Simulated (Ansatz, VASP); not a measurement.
## SnSe: VASP beside Ansatz

```
Sn Se
1.0
    -0.03010    2.99495    2.99495
     2.99495   -0.03010    2.99495
     2.99495    2.99495   -0.03010
Sn Se
1 1
Direct
  0.00000 0.00000 0.00000
  0.50000 0.50000 0.50000
```

Change from the starting cell: equal xy, yz and zx shear strains of -1 %, PAW files.

Alike in both runs: task electric field gradients; functional PBEsol; k mesh 7 × 7 × 7; occupations fermi-dirac, width 0.01 eV; no spin polarisation.

|  | VASP | Ansatz |
| --- | --- | --- |
| version | VASP 6.6.1 | Ansatz 0.2.0 |
| potentials or method | VASP PAW PBE potentials, release 64 (Sn_d, Se) | PAW with Ansatz's default frozen-core files, scalar-relativistic |
| plane-wave cutoff (eV) | 520 | 420 |
| valence electrons in the cell | 20 | 30 |

|  | VASP | Ansatz | Ansatz less VASP |
| --- | --- | --- | --- |
| gap on the k mesh at the Fermi level (eV) | 0.63 | 0.64 | +0.002 |
| pressure (GPa) | -1.9 | -1.9 | -0.02 |
| traceless stress, the component that is largest in VASP (GPa) | 0.18 | 0.18 | 0.000 |
| size of Vzz on the site where it differs most (V/Å²) | 0.1 | 0.3 | +0.21 |

VASP's potentials were made for PBE, not for PBEsol. VASP's potentials hold 20 valence electrons a cell and Ansatz's 30, so a difference there can come from the potentials and not from the codes.
